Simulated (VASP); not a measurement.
# Ti16H (a cell with a defect) in VASP: single point with PBE

Aim: the single point of Ti16H (a cell with a defect) with PBE.

Program: VASP 6.6.1. These are calculated values, not measurements. Logs are shortened: lines on timing, memory, paths and dates and some standing lists are left out, and cuts for length are marked.

## 1. The cell of the first run

The cell holds a defect, 17 atoms: a = 5.879 Å, b = 5.879 Å, c = 9.297 Å, α = 90.00°, β = 90.00°, γ = 120.00°.

## 2. Single point, PBE

INCAR reads:

```
PREC = Accurate
ENCUT = 520
EDIFF = 1E-6
ISMEAR = 1
SIGMA = 0.1
LREAL = Auto
LASPH = True
NELM = 80
ALGO = Normal
ISIF = 2
LWAVE = False
LCHARG = False
GGA = PE
NBANDS = 110
```

KPOINTS reads:

```
regular mesh
0
Gamma
  4 4 2
```

POSCAR reads:

```
Ti16H
1.0
    5.8787149800      0.0000000600      0.0000000000
   -2.9393575400      5.0911164800      0.0000000000
    0.0000000000      0.0000000000      9.2970418600
Ti H
16 1
Direct
    0.1655369668      0.3309875146      0.1239836302
    0.3299794557      0.1560545675      0.3724527707
    0.1545330434      0.3271469033      0.6276722304
    0.3346081414      0.1670861359      0.8748475184
    0.1676332733      0.8318342365      0.1209110400
    0.3312668817      0.6680308717      0.3735450536
    0.1671423154      0.8325904557      0.6266341582
    0.3351572779      0.6643666459      0.8753268107
    0.6679877191      0.3314351511      0.1234963784
    0.8344192584      0.1648060800      0.3744454475
    0.6709771165      0.3290692653      0.6263097540
    0.8333032196      0.1664023900      0.8778805262
    0.6685128883      0.8339978031      0.1240693564
    0.8430075304      0.6691683372      0.3726140048
    0.6731717090      0.8460201169      0.6279135975
    0.8323391710      0.6648292105      0.8749166802
    0.5020181653      0.4966482263      0.4371013986
```

Potentials or basis: VASP PAW PBE potentials, release 64 (Ti_sv, H).

On the command line:

```sh
cat potpaw_PBE.64/Ti_sv/POTCAR potpaw_PBE.64/H/POTCAR > POTCAR
mpirun -np 1 vasp_std > vasp.out
```

OUTCAR:

```text
PREC = Accurate
   ENCUT = 520
   EDIFF = 1E-6
   ISMEAR = 1
   LREAL = Auto
   LASPH = True
   NELM = 80
   ISIF = 2
   GGA = PE

 ion  position               nearest neighbor table
   1  0.166  0.331  0.124-  12 2.85   8 2.87   4 2.87  10 2.87   2 2.88   6 2.89
   2  0.330  0.156  0.372-  17 1.84   5 2.86  14 2.86   6 2.87   7 2.88   9 2.88   1 2.88
   3  0.155  0.327  0.628-  15 2.83  12 2.84  11 2.85  10 2.86   8 2.87   4 2.88
   4  0.335  0.167  0.875-   5 2.85   9 2.87   7 2.87   1 2.87  11 2.88   3 2.88
   5  0.168  0.832  0.121-   8 2.85  16 2.85   4 2.85   2 2.86  14 2.86   6 2.88
   6  0.331  0.668  0.374-  17 1.84   2 2.87  14 2.87   5 2.88  13 2.89   1 2.89   7 2.89
   7  0.167  0.833  0.627-   4 2.87  16 2.87   8 2.88   2 2.88  14 2.88   6 2.89
   8  0.335  0.664  0.875-   5 2.85   1 2.87  13 2.87   3 2.87  15 2.87   7 2.88
   9  0.668  0.331  0.123-  12 2.84  16 2.87   4 2.87  10 2.88   2 2.88  14 2.88
  10  0.834  0.165  0.374-  15 2.86   3 2.86  13 2.87   1 2.87  11 2.88   9 2.88
  11  0.671  0.329  0.626-  15 2.85   3 2.85  12 2.86  16 2.88  10 2.88   4 2.88
  12  0.833  0.166  0.878-   9 2.84  15 2.84   3 2.84   1 2.85  13 2.85  11 2.86
  13  0.669  0.834  0.124-  12 2.85   8 2.87  16 2.87  10 2.87  14 2.89   6 2.89
  14  0.843  0.669  0.373-  17 1.84   2 2.86   5 2.86   6 2.87   7 2.88   9 2.88  13 2.89
  15  0.673  0.846  0.628-   3 2.83  12 2.84  11 2.85  10 2.86   8 2.87  16 2.88
  16  0.832  0.665  0.875-   5 2.85   9 2.87   7 2.87  13 2.87  11 2.88  15 2.88
  17  0.502  0.497  0.437-   2 1.84  14 1.84   6 1.84

  LATTYP: Found a hexagonal cell.
 ALAT       =     5.8787149800
 C/A-ratio  =     1.5814751849

  Lattice vectors:

 A1 = (   5.8787149800,   0.0000000600,   0.0000000000)
 A2 = (  -2.9393575400,   5.0911164800,   0.0000000000)
 A3 = (   0.0000000000,   0.0000000000,   9.2970418600)

Analysis of symmetry for initial positions (statically):
=====================================================================
 Subroutine PRICEL returns:
 Original cell was already a primitive cell.

 Routine SETGRP: Setting up the symmetry group for a
 hexagonal supercell.

 Subroutine GETGRP returns: Found  1 space group operations
 (whereof  1 operations were pure point group operations)
 out of a pool of 24 trial point group operations.

The static configuration has the point symmetry C_1 .

Analysis of symmetry for dynamics (positions and initial velocities):
[... 141 lines left out ...]
   NFREE  =      0    steps in history (QN), initial steepest desc. (CG)
   ISIF   =      2    stress and relaxation
   ISYM   =      2    0-nonsym 1-usesym 2-fastsym
   POTIM  = 0.5000    time-step for ionic-motion
   TEBEG  =    0.0;   TEEND  =   0.0 temperature during run
   PSTRESS=    0.0 pullay stress
   NELECT =     193.0000    total number of electrons
   NUPDOWN=      -1.0000    fix difference up-down
   EMIN   =  10.00;   EMAX   =-10.00  energy-range for DOS
   EFERMI =   0.00;   METHOD = LEGACY
   ISMEAR =     1;   SIGMA  =   0.10  broadening in eV -4-tet -1-fermi 0-gaus
   EFERMI_NEDOS =   21; number of points for ismear=-14 and -15
   IALGO  =     38    algorithm
   IMIX   =      4    mixing-type and parameters
     AMIX     =   0.40;   BMIX     =  1.00
     AMIX_MAG =   1.60;   BMIX_MAG =  1.00
  volume/ion in A,a.u.               =      16.37       110.46
  Fermi-wavevector in a.u.,A,eV,Ry     =   1.449152  2.738500 28.572789  2.100041
  Thomas-Fermi vector in A             =   2.566911
   LORBIT       =      0    0 simple, 1 ext, 2 COOP (PROOUT), +10 PAW based schemes
   GGA     = PE    functional components
   LHFCALC =     F    Hartree Fock is set to
   AEXX    =    0.0000 exact exchange contribution
   IVDW    =     0    specifies the selected vdW correction
   LEPSILON=     F    determine dielectric tensor
   LRPA    =     F    only Hartree local field effects (RPA)
 non-spin polarized calculation
 Methfessel and Paxton  Order N= 1 SIGMA  =   0.10
  energy-cutoff  :      520.00
  volume of cell :      278.25
 maximum number of plane-waves:      7520
 NGX is ok and might be reduce to    48
   NGX = 21   NGY = 21   NGZ = 35

 number of electron     192.9999997 magnetization

 Free energy of the ion-electron system (eV)
  ---------------------------------------------------
  ext. energy  EPLUGINS =         0.00000000
  ---------------------------------------------------
  free energy    TOTEN  =      -128.90008507 eV

  energy without entropy =     -128.89824158  energy(sigma->0) =     -128.89947057

 E-fermi :   8.3896     XC(G=0): -11.5288

 val. band max:        8.3858051507   @ k =   0.2500   0.2500   0.5000
 cond. band min:       8.3924732927   @ k =   0.0000   0.0000   0.0000
 fundamental gap:      0.0066681420
 Fermi energy:         8.3896110941

 k-point     1 :       0.0000    0.0000    0.0000
  band No.  band energies     occupation
      1     -48.4807      2.00000
      2     -48.4234      2.00000
      3     -48.3911      2.00000
      4     -48.3824      2.00000
      5     -48.3723      2.00000
      6     -48.3535      2.00000
[... 2209 lines left out ...]
    107       9.0494     -0.00000
    108       9.0924     -0.00000
 [bands above 108 left out]

------------------------ aborting loop because EDIFF is reached ----------------------------------------

  FORCE on cell =-STRESS in cart. coord.  units (eV):
  Direction    XX          YY          ZZ          XY          YZ          ZX
  --------------------------------------------------------------------------------------
  -------------------------------------------------------------------------------------
  Total        1.3524866      1.7832093      1.5541796      0.2716956      0.1459689     -0.1874165
  in kB        7.7875946     10.2676880      8.9489390      1.5644184      0.8404864     -1.0791412
  external PRESSURE =       9.0014072 kB  Pullay stress =       0.0000000 kB

 VOLUME and BASIS-vectors are now :
 -----------------------------------------------------------------------------
  energy-cutoff  :      520.00
  volume of cell :      278.25
      direct lattice vectors                 reciprocal lattice vectors
     5.878714980  0.000000060  0.000000000     0.170105201  0.098210286  0.000000000
    -2.939357540  5.091116480  0.000000000    -0.000000002  0.196420569  0.000000000
     0.000000000  0.000000000  9.297041860     0.000000000  0.000000000  0.107561095

 POSITION                                       TOTAL-FORCE (eV/Angst)
 -----------------------------------------------------------------------------------
      0.00025      1.68510      1.15268         0.038709      0.022693     -0.015397
      1.48115      0.79449      3.46271        -0.001591     -0.016856     -0.092459
     -0.05315      1.66554      5.83550        -0.044232     -0.016952     -0.065360
      1.47594      0.85066      8.13349        -0.008704      0.001383     -0.054874
     -1.45959      4.23497      1.12412        -0.007134      0.004284     -0.059290
     -0.01616      3.40102      3.47286        -0.026492      0.018498     -0.099487
[... 9 lines left out ...]
      2.93891      3.38472      8.13414        -0.003280      0.004463     -0.054472
      1.49139      2.52849      4.06375         0.028762     -0.017440      0.877669
 -----------------------------------------------------------------------------------
    total drift:                               -0.032071      0.005390      0.012364

  FREE ENERGIE OF THE ION-ELECTRON SYSTEM (eV)
  ---------------------------------------------------
  free  energy   TOTEN  =      -128.9000850695 eV

  energy  without entropy=     -128.8982415810  energy(sigma->0) =     -128.89947057
```

OSZICAR:

```text
N       E                     dE             d eps       ncg     rms          rms(c)
DAV:   1     0.294990998265E+04    0.29499E+04   -0.95714E+04  4464   0.220E+03
DAV:   2     0.306253320683E+03   -0.26437E+04   -0.26087E+04  4400   0.709E+02
DAV:   3    -0.628980581134E+02   -0.36915E+03   -0.35408E+03  6324   0.226E+02
[... 13 lines left out ...]
DAV:  17    -0.128900123417E+03   -0.11658E-04   -0.74166E-04  6664   0.186E-01    0.439E-02
DAV:  18    -0.128900090702E+03    0.32715E-04   -0.22292E-04  5680   0.114E-01    0.146E-02
DAV:  19    -0.128900085794E+03    0.49075E-05   -0.36119E-05  5856   0.345E-02    0.876E-03
DAV:  20    -0.128900085677E+03    0.11771E-06   -0.13620E-05  4912   0.283E-02    0.854E-03
DAV:  21    -0.128900085069E+03    0.60723E-06   -0.60620E-06  4080   0.192E-02
   1 F= -.12890009E+03 E0= -.12889947E+03  d E =-.184349E-02
```

stdout:

```text
POSCAR found type information on POSCAR TiH
 POSCAR found :  2 types and      17 ions
 scaLAPACK will be used
 LDA part: xc-table for (Slater+PW92), standard interpolation
 POSCAR, INCAR and KPOINTS ok, starting setup
 FFT: planning ... GRIDC
 FFT: planning ... GRID_SOFT
 FFT: planning ... GRID
 WAVECAR not read
 entering main loop
```

Wall time 51 min (1 thread of Intel Xeon 8259CL, shared host); peak memory 0.65 GiB.

Results:

```yaml
Free_energy: -128.9001 eV
Pressure: 0.9 GPa
Largest_force: 0.878 eV/Å
Band_gap_on_the_k_mesh: zero (an odd number of electrons rules out a gap without spin polarisation)
```

Forces in eV/Å, atoms in the order of the input:
```
Ti   0.039  0.023 -0.015
Ti  -0.002 -0.017 -0.092
Ti  -0.044 -0.017 -0.065
Ti  -0.009  0.001 -0.055
Ti  -0.007  0.004 -0.059
Ti  -0.026  0.018 -0.099
Ti   0.000  0.003 -0.085
Ti  -0.001  0.001 -0.050
Ti  -0.024  0.016 -0.015
Ti  -0.010  0.009 -0.056
Ti   0.048 -0.028 -0.054
Ti   0.005 -0.001  0.004
Ti  -0.006 -0.047 -0.016
Ti   0.015  0.005 -0.094
Ti  -0.004  0.042 -0.070
Ti  -0.003  0.004 -0.054
H    0.029 -0.017  0.878
```

Levels at points of the mesh, in eV from the Fermi level:
```csv
k point,band 94,band 95,band 96,band 97,band 98,band 99
"(0.00, 0.00, 0.00)",0.08,0.40,0.42,0.44,0.48,0.59
"(0.50, 0.00, 0.00)",-0.51,-0.50,-0.45,-0.25,-0.18,-0.13
"(0.00, 0.50, 0.00)",-0.51,-0.50,-0.45,-0.25,-0.18,-0.13
"(0.50, 0.50, 0.00)",-0.52,-0.51,-0.44,-0.25,-0.17,-0.12
"(0.00, 0.00, 0.50)",0.20,0.33,0.55,0.55,0.59,0.60
"(0.50, 0.00, 0.50)",-0.41,-0.31,-0.27,0.02,0.12,0.16
"(0.00, 0.50, 0.50)",-0.41,-0.31,-0.27,0.02,0.12,0.16
"(0.50, 0.50, 0.50)",-0.41,-0.32,-0.27,0.01,0.13,0.16
```
